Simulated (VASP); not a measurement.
# C (Pm-3m) in VASP: notebook

C is run at these levels: LDA; tasks: single point.

All numbers are computed with VASP 6.6.1; they aren't measurements. Logs are shortened: lines on timing, memory, paths and dates and some standing lists are left out, and cuts for length are marked.

### Step 1. The cell of the first run

The structure is cubic, space group Pm-3m (No. 221). The conventional cell has a = 1.744 Å, b = 1.744 Å, c = 1.744 Å, α = 90.00°, β = 90.00°, γ = 90.00°. Within 2.3 Å of C (site symmetry m-3m) lie 6 C at 1.74 Å.

### Step 2. Single point, LDA

INCAR

```
SYSTEM = C
PREC = Accurate
ENCUT = 520
EDIFF = 1E-7
ISMEAR = -1
SIGMA = 0.1
LREAL = .FALSE.
LASPH = .TRUE.
NELM = 80
ALGO = Normal
ISIF = 2
LWAVE = .FALSE.
LCHARG = .TRUE.
GGA = CA
LELF = .TRUE.
LVHAR = .TRUE.
NBANDS = 8
```

KPOINTS

```
Automatic mesh
0
G
  16 16 16
  0 0 0
```

POSCAR

```
C
1.0
    1.7443222539      0.0000000000      0.0000000000
    0.0000000000      1.7443222539      0.0000000000
    0.0000000000      0.0000000000      1.7443222539
C
1
Direct
    0.0000000000      0.0000000000      0.0000000000
```

Potentials or basis: VASP PAW LDA potentials, release 64 (C).

On the command line:

```bash
> cat potpaw_LDA.64/C/POTCAR > POTCAR
> mpirun -np 1 vasp_std > vasp.out
```

OUTCAR:

```text
SYSTEM = C
   PREC = Accurate
   ENCUT = 520
   EDIFF = 1E-7
   ISMEAR = -1
   LREAL = .FALSE.
   LASPH = .TRUE.
   NELM = 80
   ISIF = 2
   GGA = CA

 ion  position               nearest neighbor table
   1  0.000  0.000  0.000-

  LATTYP: Found a simple cubic cell.
 ALAT       =     1.7443222539

  Lattice vectors:

 A1 = (   1.7443222539,   0.0000000000,   0.0000000000)
 A2 = (   0.0000000000,   1.7443222539,   0.0000000000)
 A3 = (   0.0000000000,   0.0000000000,   1.7443222539)

Analysis of symmetry for initial positions (statically):
=====================================================================
 Subroutine PRICEL returns:
 Original cell was already a primitive cell.

 Routine SETGRP: Setting up the symmetry group for a
 simple cubic supercell.

 Subroutine GETGRP returns: Found 48 space group operations
 (whereof 48 operations were pure point group operations)
 out of a pool of 48 trial point group operations.

The static configuration has the point symmetry O_h .

Analysis of symmetry for dynamics (positions and initial velocities):
=====================================================================
 Subroutine PRICEL returns:
 Original cell was already a primitive cell.

 Routine SETGRP: Setting up the symmetry group for a
 simple cubic supercell.

 Subroutine GETGRP returns: Found 48 space group operations
 (whereof 48 operations were pure point group operations)
 out of a pool of 48 trial point group operations.

The dynamic configuration has the point symmetry O_h .

 Subroutine INISYM returns: Found 48 space group operations
 (whereof 48 operations are pure point group operations),
 and found     1 'primitive' translations

----------------------------------------------------------------------------------------

                                     Primitive cell

  volume of cell :       5.3074

  direct lattice vectors                    reciprocal lattice vectors
     1.744322254  0.000000000  0.000000000     0.573288564  0.000000000  0.000000000
     0.000000000  1.744322254  0.000000000     0.000000000  0.573288564  0.000000000
     0.000000000  0.000000000  1.744322254     0.000000000  0.000000000  0.573288564

  length of vectors
     1.744322254  1.744322254  1.744322254     0.573288564  0.573288564  0.573288564

  position of ions in fractional coordinates (direct lattice)
     0.000000000  0.000000000  0.000000000

  ion indices of the primitive-cell ions
   primitive index   ion index
                 1           1

----------------------------------------------------------------------------------------

 KPOINTS: Automatic mesh

Automatic generation of k-mesh.
 Grid dimensions read from file:
 generate k-points for:   16   16   16

 Generating k-lattice:

  Cartesian coordinates                     Fractional coordinates (reciprocal lattice)
     0.035830535  0.000000000  0.000000000     0.062500000  0.000000000  0.000000000
     0.000000000  0.035830535  0.000000000     0.000000000  0.062500000  0.000000000
     0.000000000  0.000000000  0.035830535     0.000000000  0.000000000  0.062500000

  Length of vectors
     0.035830535  0.035830535  0.035830535

  Shift w.r.t. Gamma in fractional coordinates (k-lattice)
     0.000000000  0.000000000  0.000000000

 Subroutine IBZKPT returns following result:
 ===========================================

 Found    165 irreducible k-points:

 Following reciprocal coordinates:
            Coordinates               Weight
  0.000000  0.000000  0.000000      1.000000
  0.062500  0.000000  0.000000      6.000000
  0.125000  0.000000  0.000000      6.000000
  0.187500  0.000000  0.000000      6.000000
  0.250000  0.000000  0.000000      6.000000
  0.312500  0.000000  0.000000      6.000000
[... 16 lines left out ...]
  0.437500  0.125000  0.000000     24.000000
  0.500000  0.125000  0.000000     12.000000
 [... further k-points ...]
   k-points           NKPTS =    165   k-points in BZ     NKDIM =    165   number of bands    NBANDS=      8
   number of dos      NEDOS =    301   number of ions     NIONS =      1
   total plane-waves  NPLWV =   2744
   dimension x,y,z NGX =    14 NGY =   14 NGZ =   14
   dimension x,y,z NGXF=    28 NGYF=   28 NGZF=   28
   ions per type =               1
   NGX,Y,Z   is equivalent  to a cutoff of  13.34, 13.34, 13.34 a.u.
   NGXF,Y,Z  is equivalent  to a cutoff of  26.69, 26.69, 26.69 a.u.
 SYSTEM =  C
   PREC   = accura    normal or accurate (medium, high low for compatibility)
   ISTART =      0    job   : 0-new  1-cont  2-samecut
   ICHARG =      2    charge: 1-file 2-atom 10-const
   ISPIN  =      1    spin polarized calculation?
   LNONCOLLINEAR =      F non collinear calculations
   LSORBIT =      F    spin-orbit coupling
   LASPH  =      T    aspherical Exc in radial PAW
   ENCUT  =  520.0 eV  38.22 Ry    6.18 a.u.   3.24  3.24  3.24*2*pi/ulx,y,z
   NELM   =     80;   NELMIN=  2; NELMDL= -5     # of ELM steps
   EDIFF  = 0.1E-06   stopping-criterion for ELM
   LREAL  =      F    real-space projection
   EDIFFG = 0.1E-05   stopping-criterion for IOM
   NSW    =      0    number of steps for IOM
   IBRION =     -1    ionic relax: 0-MD 1-quasi-New 2-CG
   NFREE  =      0    steps in history (QN), initial steepest desc. (CG)
   ISIF   =      2    stress and relaxation
   ISYM   =      2    0-nonsym 1-usesym 2-fastsym
   POTIM  = 0.5000    time-step for ionic-motion
   TEBEG  =    0.0;   TEEND  =   0.0 temperature during run
   PSTRESS=    0.0 pullay stress
   NELECT =       4.0000    total number of electrons
   NUPDOWN=      -1.0000    fix difference up-down
   EMIN   =  10.00;   EMAX   =-10.00  energy-range for DOS
   EFERMI =   0.00;   METHOD = LEGACY
   ISMEAR =    -1;   SIGMA  =   0.10  broadening in eV -4-tet -1-fermi 0-gaus
   EFERMI_NEDOS =   21; number of points for ismear=-14 and -15
   IALGO  =     38    algorithm
   IMIX   =      4    mixing-type and parameters
     AMIX     =   0.40;   BMIX     =  1.00
     AMIX_MAG =   1.60;   BMIX_MAG =  1.00
  volume/ion in A,a.u.               =       5.31        35.82
  Fermi-wavevector in a.u.,A,eV,Ry     =   1.489823  2.815358 30.199132  2.219574
  Thomas-Fermi vector in A             =   2.602683
   LORBIT       =      0    0 simple, 1 ext, 2 COOP (PROOUT), +10 PAW based schemes
   GGA     = CA    functional components
   LHFCALC =     F    Hartree Fock is set to
   AEXX    =    0.0000 exact exchange contribution
   IVDW    =     0    specifies the selected vdW correction
   LEPSILON=     F    determine dielectric tensor
   LRPA    =     F    only Hartree local field effects (RPA)
 non-spin polarized calculation
  energy-cutoff  :      520.00
  volume of cell :        5.31
 maximum number of plane-waves:       152
 NGX is ok and might be reduce to    14
   NGX =  7   NGY =  7   NGZ =  7

 number of electron       4.0000001 magnetization

 Free energy of the ion-electron system (eV)
  ---------------------------------------------------
  ext. energy  EPLUGINS =         0.00000000
  ---------------------------------------------------
  free energy    TOTEN  =        -7.50228444 eV

  energy without entropy =       -7.49681696  energy(sigma->0) =       -7.49955070

 E-fermi :  11.7565     XC(G=0): -14.1891

 val. band max:       11.7557255665   @ k =   0.2500   0.1875   0.1250
 cond. band min:      11.8287616586   @ k =   0.3750   0.3750   0.3125
 fundamental gap:      0.0730360921
 Fermi energy:        11.7564621627

 k-point     1 :       0.0000    0.0000    0.0000
  band No.  band energies     occupation
      1     -11.0253      2.00000
      2      21.2992      0.00000
      3      21.2992      0.00000
      4      21.2992      0.00000
      5      37.8324      0.00000
      6      37.8324      0.00000
      7      43.9611      0.00000
      8      69.2262      0.00000

 k-point     2 :       0.0625    0.0000    0.0000
  band No.  band energies     occupation
      1     -10.8679      2.00000
      2      20.1427      0.00000
      3      21.4066      0.00000
      4      21.4066      0.00000
      5      38.0111      0.00000
      6      39.1004      0.00000
      7      43.9271      0.00000
      8      68.2512      0.00000

 k-point     3 :       0.1250    0.0000    0.0000
  band No.  band energies     occupation
      1     -10.3963      2.00000
      2      17.4211      0.00000
      3      21.7201      0.00000
      4      21.7201      0.00000
      5      38.5445      0.00000
      6      41.9305      0.00000
      7      44.0062      0.00000
      8      65.7209      0.00000

 k-point     4 :       0.1875    0.0000    0.0000
  band No.  band energies     occupation
      1      -9.6113      2.00000
      2      14.1254      0.00000
      3      22.2134      0.00000
      4      22.2134      0.00000
      5      39.4235      0.00000
      6      43.0620      0.00000
      7      46.3126      0.00000
      8      62.5043      0.00000

 k-point     5 :       0.2500    0.0000    0.0000
  band No.  band energies     occupation
      1      -8.5146      2.00000
      2      10.7343      1.99993
      3      22.8394      0.00000
      4      22.8394      0.00000
      5      40.6281      0.00000
      6      42.8362      0.00000
      7      49.7633      0.00000
      8      59.2773      0.00000
[... 177 lines left out ...]
 k-point    22 :       0.3750    0.1250    0.0000
  band No.  band energies     occupation
      1      -4.7951      2.00000
      2       4.8577      2.00000
      3      21.3676      0.00000
      4      24.5160      0.00000
      5      38.6065      0.00000
      6      46.1905      0.00000
      7      52.8092      0.00000
      8      54.7840      0.00000

 k-point    23 :       0.4375    0.1250    0.0000
  band No.  band energies     occupation
      1      -2.7980      2.00000
      2       2.0447      2.00000
      3      21.9966      0.00000
      4      24.9604      0.00000
      5      37.6420      0.00000
      6      47.7560      0.00000
      7      51.1593      0.00000
      8      53.4384      0.00000

 k-point    24 :       0.5000    0.1250    0.0000
  band No.  band energies     occupation
      1      -0.5337      2.00000
      2      -0.4941      2.00000
      3      22.2371      0.00000
      4      25.1202      0.00000
      5      37.2793      0.00000
      6      49.0149      0.00000
      7      49.8817      0.00000
      8      52.9529      0.00000

 [... further k-points ...]
[... 5 lines left out ...]
  --------------------------------------------------------------------------------------
  -------------------------------------------------------------------------------------
  Total        0.0340237      0.0340237      0.0340237      0.0000000      0.0000000     -0.0000000
  in kB       10.2709712     10.2709712     10.2709712      0.0000000      0.0000000     -0.0000000
  external PRESSURE =      10.2709712 kB  Pullay stress =       0.0000000 kB

 VOLUME and BASIS-vectors are now :
 -----------------------------------------------------------------------------
  energy-cutoff  :      520.00
  volume of cell :        5.31
      direct lattice vectors                 reciprocal lattice vectors
     1.744322254  0.000000000  0.000000000     0.573288564  0.000000000  0.000000000
     0.000000000  1.744322254  0.000000000     0.000000000  0.573288564  0.000000000
     0.000000000  0.000000000  1.744322254     0.000000000  0.000000000  0.573288564

 POSITION                                       TOTAL-FORCE (eV/Angst)
 -----------------------------------------------------------------------------------
      0.00000      0.00000      0.00000         0.000000      0.000000      0.000000
 -----------------------------------------------------------------------------------
    total drift:                               -0.000000     -0.000000     -0.000000

  FREE ENERGIE OF THE ION-ELECTRON SYSTEM (eV)
  ---------------------------------------------------
  free  energy   TOTEN  =        -7.5022844430 eV

  energy  without entropy=       -7.4968169642  energy(sigma->0) =       -7.49955070
```

Run time: 5.3 s. Hardware: 1 thread of Intel Xeon 8259CL, shared host; peak memory 0.1 GiB.

What came out:

```yaml
Free_energy: -7.5023 eV
Pressure: 1.0 GPa
Band_gap_on_the_k_mesh: zero (band 2 reaches 21.30 eV, above the bottom of band 3 at 9.46 eV)
```

[end of part 1 of 2]
